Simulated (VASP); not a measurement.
# ZnO (P6_3mc) in VASP: further runs, part 2 of 3

VASP 6.6.1. Earlier steps stand in the parts before.

## 3. Electric field gradients, LDA (volume scaled by 0.96)

INCAR

```
SYSTEM = ZnO
PREC = Accurate
ENCUT = 520
EDIFF = 1E-8
ISMEAR = -1
SIGMA = 0.01
LREAL = .False.
LASPH = .True.
NELM = 100
ALGO = Normal
ISIF = 2
LWAVE = .False.
LCHARG = .False.
LEFG = .True.
NBANDS = 26
```

KPOINTS

```
Automatic mesh
0
Gamma
  8 8 5
  0 0 0
```

POSCAR

```
ZnO
1.0
    3.2054825469      0.0000000000      0.0000000000
   -1.6027412734      2.7760293170      0.0000000000
    0.0000000000      0.0000000000      5.1334697570
Zn O
2 2
Direct
    0.3333333333      0.6666666667      0.0000000000
    0.6666666667      0.3333333333      0.5000000000
    0.3333333333      0.6666666667      0.3821000000
    0.6666666667      0.3333333333      0.8821000000
```

Potentials or basis: VASP PAW LDA potentials, release 64 (Zn, O).

Command:

```console
> cat potpaw_LDA.64/Zn/POTCAR potpaw_LDA.64/O/POTCAR > POTCAR
> mpirun -np 1 vasp_std > vasp.out
```

OUTCAR:

```text
SYSTEM = ZnO
   PREC = Accurate
   ENCUT = 520
   EDIFF = 1E-8
   ISMEAR = -1
   LREAL = .False.
   LASPH = .True.
   NELM = 100
   ISIF = 2

 ion  position               nearest neighbor table
   1  0.333  0.667  0.000-   4 1.95   4 1.95   4 1.95   3 1.96
   2  0.667  0.333  0.500-   3 1.95   3 1.95   3 1.95   4 1.96
   3  0.333  0.667  0.382-   2 1.95   2 1.95   2 1.95   1 1.96
   4  0.667  0.333  0.882-   1 1.95   1 1.95   1 1.95   2 1.96

  LATTYP: Found a hexagonal cell.
 ALAT       =     3.2054825469
 C/A-ratio  =     1.6014655148

  Lattice vectors:

 A1 = (   3.2054825469,   0.0000000000,   0.0000000000)
 A2 = (  -1.6027412734,   2.7760293170,   0.0000000000)
 A3 = (   0.0000000000,   0.0000000000,   5.1334697570)

Analysis of symmetry for initial positions (statically):
=====================================================================
 Subroutine PRICEL returns:
 Original cell was already a primitive cell.

 Routine SETGRP: Setting up the symmetry group for a
 hexagonal supercell.

 Subroutine GETGRP returns: Found 12 space group operations
 (whereof  6 operations were pure point group operations)
 out of a pool of 24 trial point group operations.

The static configuration has the point symmetry C_3v.
 The point group associated with its full space group is C_6v.

Analysis of symmetry for dynamics (positions and initial velocities):
=====================================================================
 Subroutine PRICEL returns:
 Original cell was already a primitive cell.

 Routine SETGRP: Setting up the symmetry group for a
 hexagonal supercell.

 Subroutine GETGRP returns: Found 12 space group operations
 (whereof  6 operations were pure point group operations)
 out of a pool of 24 trial point group operations.

The dynamic configuration has the point symmetry C_3v.
 The point group associated with its full space group is C_6v.

 Subroutine INISYM returns: Found 12 space group operations
 (whereof  6 operations are pure point group operations),
 and found     1 'primitive' translations

----------------------------------------------------------------------------------------

                                     Primitive cell

  volume of cell :      45.6803

  direct lattice vectors                    reciprocal lattice vectors
     3.205482547  0.000000000  0.000000000     0.311965511  0.180113372  0.000000000
    -1.602741273  2.776029317  0.000000000     0.000000000  0.360226743  0.000000000
     0.000000000  0.000000000  5.133469757     0.000000000  0.000000000  0.194800018

  length of vectors
     3.205482547  3.205482547  5.133469757     0.360226743  0.360226743  0.194800018

  position of ions in fractional coordinates (direct lattice)
     0.333333333  0.666666667  0.000000000
     0.666666667  0.333333333  0.500000000
     0.333333333  0.666666667  0.382100000
     0.666666667  0.333333333  0.882100000

  ion indices of the primitive-cell ions
   primitive index   ion index
                 1           1
[... 83 lines left out ...]
   POTIM  = 0.5000    time-step for ionic-motion
   TEBEG  =    0.0;   TEEND  =   0.0 temperature during run
   PSTRESS=    0.0 pullay stress
   NELECT =      36.0000    total number of electrons
   NUPDOWN=      -1.0000    fix difference up-down
   EMIN   =  10.00;   EMAX   =-10.00  energy-range for DOS
   EFERMI =   0.00;   METHOD = LEGACY
   ISMEAR =    -1;   SIGMA  =   0.01  broadening in eV -4-tet -1-fermi 0-gaus
   EFERMI_NEDOS =   21; number of points for ismear=-14 and -15
   IALGO  =     38    algorithm
   IMIX   =      4    mixing-type and parameters
     AMIX     =   0.40;   BMIX     =  1.00
     AMIX_MAG =   1.60;   BMIX_MAG =  1.00
  volume/ion in A,a.u.               =      11.42        77.07
  Fermi-wavevector in a.u.,A,eV,Ry     =   1.512166  2.857580 31.111713  2.286646
  Thomas-Fermi vector in A             =   2.622127
   LORBIT       =      0    0 simple, 1 ext, 2 COOP (PROOUT), +10 PAW based schemes
   GGA     = CA    functional components
   LHFCALC =     F    Hartree Fock is set to
   AEXX    =    0.0000 exact exchange contribution
   IVDW    =     0    specifies the selected vdW correction
   LEPSILON=     F    determine dielectric tensor
   LRPA    =     F    only Hartree local field effects (RPA)
 non-spin polarized calculation
  energy-cutoff  :      520.00
  volume of cell :       45.68
 maximum number of plane-waves:      1247
 NGX is ok and might be reduce to    24
   NGX = 11   NGY = 11   NGZ = 19

 number of electron      36.0000006 magnetization

 Free energy of the ion-electron system (eV)
  ---------------------------------------------------
  ext. energy  EPLUGINS =         0.00000000
  ---------------------------------------------------
  free energy    TOTEN  =       -21.15713526 eV

  energy without entropy =      -21.15713526  energy(sigma->0) =      -21.15713526

 E-fermi :   1.5567     XC(G=0): -11.6827

 val. band max:        1.2713229037   @ k =   0.0000   0.0000   0.0000
 cond. band min:       2.0795252493   @ k =   0.0000   0.0000   0.0000
 fundamental gap:      0.8082023457
 Fermi energy:         1.5567282356

 k-point     1 :       0.0000    0.0000    0.0000
  band No.  band energies     occupation
      1     -16.8805      2.00000
      2     -16.0375      2.00000
      3      -4.7387      2.00000
      4      -4.7269      2.00000
      5      -4.7269      2.00000
      6      -4.6319      2.00000
[... 685 lines left out ...]
     25      14.8947      0.00000
     26      15.1488      0.00000

 [... further k-points ...]
[... 5 lines left out ...]
  --------------------------------------------------------------------------------------
  -------------------------------------------------------------------------------------
  Total       -0.0329630     -0.0329630      0.0861798     -0.0000000      0.0000000      0.0000000
  in kB       -1.1561349     -1.1561349      3.0226490     -0.0000000      0.0000000      0.0000000
  external PRESSURE =       0.2367930 kB  Pullay stress =       0.0000000 kB

 VOLUME and BASIS-vectors are now :
 -----------------------------------------------------------------------------
  energy-cutoff  :      520.00
  volume of cell :       45.68
      direct lattice vectors                 reciprocal lattice vectors
     3.205482547  0.000000000  0.000000000     0.311965511  0.180113372  0.000000000
    -1.602741273  2.776029317  0.000000000     0.000000000  0.360226743  0.000000000
     0.000000000  0.000000000  5.133469757     0.000000000  0.000000000  0.194800018

 POSITION                                       TOTAL-FORCE (eV/Angst)
 -----------------------------------------------------------------------------------
     -0.00000      1.85069      0.00000         0.000000     -0.000000      0.042338
      1.60274      0.92534      2.56673        -0.000000      0.000000      0.042338
     -0.00000      1.85069      1.96150        -0.000000      0.000000     -0.042338
      1.60274      0.92534      4.52823         0.000000     -0.000000     -0.042338
 -----------------------------------------------------------------------------------
    total drift:                                0.000000      0.000001      0.000321

  FREE ENERGIE OF THE ION-ELECTRON SYSTEM (eV)
  ---------------------------------------------------
  free  energy   TOTEN  =       -21.1571352595 eV

  energy  without entropy=      -21.1571352595  energy(sigma->0) =      -21.15713526

 Electric field gradients (V/A^2)
---------------------------------------------------------------------
 ion       V_xx      V_yy      V_zz      V_xy      V_xz      V_yz
---------------------------------------------------------------------
   1      -4.132    -4.137     8.269    -0.004     0.000    -0.000
   2      -4.132    -4.137     8.269    -0.004    -0.000     0.000
   3       1.721     1.718    -3.439    -0.002     0.000    -0.000
   4       1.721     1.718    -3.439    -0.002    -0.000     0.000
---------------------------------------------------------------------

 Electric field gradients after diagonalization (V/A^2)
 (convention: |V_zz| > |V_xx| > |V_yy|)
----------------------------------------------------------------------
 ion       V_xx      V_yy      V_zz     asymmetry (V_yy - V_xx)/ V_zz
----------------------------------------------------------------------
   1      -4.140    -4.130     8.269       0.001
   2      -4.140    -4.130     8.269       0.001
   3       1.722     1.717    -3.439       0.002
   4       1.722     1.717    -3.439       0.002
----------------------------------------------------------------------

           NMR quadrupolar parameters

 Cq : quadrupolar parameter    Cq=e*Q*V_zz/h
 eta: asymmetry parameters     (V_yy - V_xx)/ V_zz
 Q  : nuclear electric quadrupole moment in mb (millibarn)
----------------------------------------------------------------------
 ion       Cq(MHz)       eta       Q (mb)
----------------------------------------------------------------------
   1       0.020       0.001       1.000
   2       0.020       0.001       1.000
   3      -0.008       0.002       1.000
   4      -0.008       0.002       1.000
----------------------------------------------------------------------
```

OSZICAR:

```text
N       E                     dE             d eps       ncg     rms          rms(c)
DAV:   1     0.288409856289E+03    0.28841E+03   -0.18108E+04  1592   0.206E+03
DAV:   2     0.597904054940E+01   -0.28243E+03   -0.26611E+03  1638   0.410E+02
DAV:   3    -0.236599194218E+02   -0.29639E+02   -0.29260E+02  1724   0.137E+02
DAV:   4    -0.242280771436E+02   -0.56816E+00   -0.56694E+00  1736   0.191E+01
DAV:   5    -0.242309481746E+02   -0.28710E-02   -0.28708E-02  1694   0.142E+00    0.154E+01
DAV:   6    -0.210581415183E+02    0.31728E+01   -0.60110E+00  2450   0.607E+01    0.983E+00
DAV:   7    -0.212226151130E+02   -0.16447E+00   -0.27061E+00  1618   0.164E+01    0.578E+00
DAV:   8    -0.212068325612E+02    0.15783E-01   -0.55201E-01  2076   0.707E+00    0.166E+00
DAV:   9    -0.211550554871E+02    0.51777E-01   -0.10270E-01  2286   0.661E+00    0.323E-01
DAV:  10    -0.211571817208E+02   -0.21262E-02   -0.35138E-02  1594   0.132E+00    0.884E-02
DAV:  11    -0.211571400603E+02    0.41661E-04   -0.44951E-04  1842   0.366E-01    0.243E-02
DAV:  12    -0.211571354401E+02    0.46202E-05   -0.88849E-05  1978   0.303E-01    0.758E-03
DAV:  13    -0.211571365713E+02   -0.11312E-05   -0.95507E-06  2374   0.780E-02    0.973E-03
DAV:  14    -0.211571352903E+02    0.12810E-05   -0.43621E-06  1676   0.173E-02    0.162E-03
DAV:  15    -0.211571352943E+02   -0.40582E-08   -0.21985E-07  1622   0.417E-03    0.126E-03
DAV:  16    -0.211571352655E+02    0.28802E-07   -0.53604E-08  1722   0.216E-03    0.205E-04
DAV:  17    -0.211571352595E+02    0.59990E-08   -0.28339E-09   810   0.684E-04
   1 F= -.21157135E+02 E0= -.21157135E+02  d E =-.148937E-14
```

Wall time 29 s (1 thread of Intel Xeon Platinum 8488C (Sapphire Rapids), shared host); peak memory 0.16 GiB.

Results:

```yaml
Free_energy: -21.1571 eV
Pressure: 0.0 GPa
Largest_force: 0.042 eV/Å
Band_gap_on_the_k_mesh: 0.81 eV, direct
```

Forces in eV/Å, atoms in the order of the input:
```
Zn   0.000  0.000  0.042
Zn   0.000  0.000  0.042
O    0.000  0.000 -0.042
O    0.000  0.000 -0.042
```

Electric field gradients, principal values (V/Å²):
```
atom   least  middle  greatest (by size)
1 Zn  -4.130  -4.140               8.269
2 Zn  -4.130  -4.140               8.269
 3 O   1.717   1.722              -3.439
 4 O   1.717   1.722              -3.439
```

Caveat: without QUAD_EFG the Cq values of the log hold for a quadrupole moment of 1 mb, not for the nuclei.

## 4. Electric field gradients, LDA (volume scaled by 0.99)

Changes to INCAR since step 3:

```diff
@@ -8,3 +8,3 @@
 LASPH = .True.
-NELM = 100
+NELM = 80
 ALGO = Normal
@@ -13,2 +13,3 @@
 LCHARG = .False.
+GGA = CA
 LEFG = .True.
```

KPOINTS is that of step 3.

POSCAR

```
ZnO
1.0
    3.2385310885      0.0000000000      0.0000000000
   -1.6192655442      2.8046501935      0.0000000000
    0.0000000000      0.0000000000      5.1863958566
Zn O
2 2
Direct
    0.3333333333      0.6666666667      0.0000000000
    0.6666666667      0.3333333333      0.5000000000
    0.3333333333      0.6666666667      0.3821000000
    0.6666666667      0.3333333333      0.8821000000
```

Potentials or basis: VASP PAW LDA potentials, release 64 (Zn, O).

Command:

```console
> cat potpaw_LDA.64/Zn/POTCAR potpaw_LDA.64/O/POTCAR > POTCAR
> mpirun -np 1 vasp_std > vasp.out
```

OUTCAR:

```text
SYSTEM = ZnO
   PREC = Accurate
   ENCUT = 520
   EDIFF = 1E-8
   ISMEAR = -1
   LREAL = .False.
   LASPH = .True.
   NELM = 80
   ISIF = 2
   GGA = CA

 ion  position               nearest neighbor table
   1  0.333  0.667  0.000-   4 1.97   4 1.97   4 1.97   3 1.98
   2  0.667  0.333  0.500-   3 1.97   3 1.97   3 1.97   4 1.98
   3  0.333  0.667  0.382-   2 1.97   2 1.97   2 1.97   1 1.98
   4  0.667  0.333  0.882-   1 1.97   1 1.97   1 1.97   2 1.98

  LATTYP: Found a hexagonal cell.
 ALAT       =     3.2385310885
 C/A-ratio  =     1.6014655147

  Lattice vectors:

[... 924 lines left out ...]
 ion       V_xx      V_yy      V_zz      V_xy      V_xz      V_yz
---------------------------------------------------------------------
   1      -3.956    -3.958     7.914    -0.002     0.000    -0.000
   2      -3.956    -3.958     7.914    -0.002    -0.000     0.000
   3       1.740     1.736    -3.476    -0.004     0.000    -0.000
   4       1.740     1.736    -3.476    -0.004    -0.000     0.000
---------------------------------------------------------------------

 Electric field gradients after diagonalization (V/A^2)
 (convention: |V_zz| > |V_xx| > |V_yy|)
----------------------------------------------------------------------
 ion       V_xx      V_yy      V_zz     asymmetry (V_yy - V_xx)/ V_zz
----------------------------------------------------------------------
   1      -3.959    -3.955     7.914       0.001
   2      -3.959    -3.955     7.914       0.001
   3       1.742     1.734    -3.476       0.002
   4       1.742     1.734    -3.476       0.002
----------------------------------------------------------------------

           NMR quadrupolar parameters

 Cq : quadrupolar parameter    Cq=e*Q*V_zz/h
 eta: asymmetry parameters     (V_yy - V_xx)/ V_zz
 Q  : nuclear electric quadrupole moment in mb (millibarn)
----------------------------------------------------------------------
 ion       Cq(MHz)       eta       Q (mb)
----------------------------------------------------------------------
   1       0.019       0.001       1.000
   2       0.019       0.001       1.000
   3      -0.008       0.002       1.000
   4      -0.008       0.002       1.000
----------------------------------------------------------------------
```

OSZICAR:

```text
N       E                     dE             d eps       ncg     rms          rms(c)
DAV:   1     0.286806569180E+03    0.28681E+03   -0.18246E+04  1584   0.203E+03
DAV:   2     0.638684013396E+01   -0.28042E+03   -0.26407E+03  1626   0.407E+02
DAV:   3    -0.236195607926E+02   -0.30006E+02   -0.29610E+02  1748   0.137E+02
DAV:   4    -0.241927149938E+02   -0.57315E+00   -0.57153E+00  1688   0.192E+01
DAV:   5    -0.241957367690E+02   -0.30218E-02   -0.30215E-02  1760   0.146E+00    0.147E+01
DAV:   6    -0.210416458630E+02    0.31541E+01   -0.60533E+00  2410   0.614E+01    0.927E+00
DAV:   7    -0.212048820180E+02   -0.16324E+00   -0.27296E+00  1620   0.166E+01    0.551E+00
DAV:   8    -0.211893494203E+02    0.15533E-01   -0.58300E-01  2060   0.718E+00    0.168E+00
DAV:   9    -0.211354240849E+02    0.53925E-01   -0.10633E-01  2260   0.666E+00    0.333E-01
DAV:  10    -0.211374963354E+02   -0.20723E-02   -0.35770E-02  1590   0.134E+00    0.818E-02
DAV:  11    -0.211374813150E+02    0.15020E-04   -0.51827E-04  1864   0.481E-01    0.283E-02
DAV:  12    -0.211374679108E+02    0.13404E-04   -0.11183E-04  1992   0.344E-01    0.750E-03
DAV:  13    -0.211374697338E+02   -0.18231E-05   -0.12736E-05  2348   0.549E-02    0.918E-03
DAV:  14    -0.211374685826E+02    0.11512E-05   -0.37946E-06  1690   0.173E-02    0.147E-03
DAV:  15    -0.211374685944E+02   -0.11780E-07   -0.19341E-07  1678   0.614E-03    0.124E-03
DAV:  16    -0.211374685731E+02    0.21279E-07   -0.58599E-08  1700   0.288E-03    0.289E-04
DAV:  17    -0.211374685699E+02    0.32333E-08   -0.44480E-09   806   0.815E-04
   1 F= -.21137469E+02 E0= -.21137469E+02  d E =-.148694E-13
```

Wall time 33 s (1 thread of Intel Xeon Platinum 8488C (Sapphire Rapids), shared host); peak memory 0.15 GiB.

Results:

- Free energy: -21.1375 eV
- Pressure: -4.6 GPa
- Largest force: 0.041 eV/Å
- Band gap on the k mesh: 0.76 eV, direct

Forces on the atoms (eV/Å):
```
Zn   0.000  0.000  0.041
Zn   0.000  0.000  0.041
O    0.000  0.000 -0.041
O    0.000  0.000 -0.041
```

Electric field gradients, principal values (V/Å²):
| atom | least | middle | greatest (by size) |
| --- | --- | --- | --- |
| 1 Zn | -3.955 | -3.959 | 7.914 |
| 2 Zn | -3.955 | -3.959 | 7.914 |
| 3 O | 1.734 | 1.742 | -3.476 |
| 4 O | 1.734 | 1.742 | -3.476 |

Caveat: without QUAD_EFG the Cq values of the log hold for a quadrupole moment of 1 mb, not for the nuclei.

(Continued in part 3 of 3.)
